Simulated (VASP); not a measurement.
Input of a VASP 6.6.1 run:

File INCAR:

```
SYSTEM = Mo
PREC = Accurate
ENCUT = 520
EDIFF = 1E-6
ISMEAR = 0
SIGMA = 0.1
LREAL = .FALSE.
LASPH = .TRUE.
NELM = 60
ALGO = Fast
ISIF = 2
LWAVE = .FALSE.
LCHARG = .FALSE.
GGA = PS
NBANDS = 13
```

KPOINTS

```
Automatic mesh
0
G
  18 18 18
  0 0 0
```

Contents of POSCAR:

```
Mo
1.0
   -1.5073381319      1.5073381319      1.5073381319
    1.5073381319     -1.5073381319      1.5073381319
    1.5073381319      1.5073381319     -1.5073381319
Mo
1
Direct
    0.0000000000      0.0000000000      0.0000000000
```

Potentials or basis: VASP PAW PBE potentials, release 64 (Mo_sv).

Launch:

```console
$ cat potpaw_PBE.64/Mo_sv/POTCAR > POTCAR
$ mpirun -np 1 vasp_std > vasp.out
```

(1) Predict the band gap on the k mesh.

(2) Estimate the pressure.

## Answers

(1) zero (band 7 reaches 19.52 eV, above the bottom of band 8 at 13.05 eV).

(2) 41.0 GPa.

Caveat: the PAW data sets were made with another functional, which shifts forces and pressure a little.
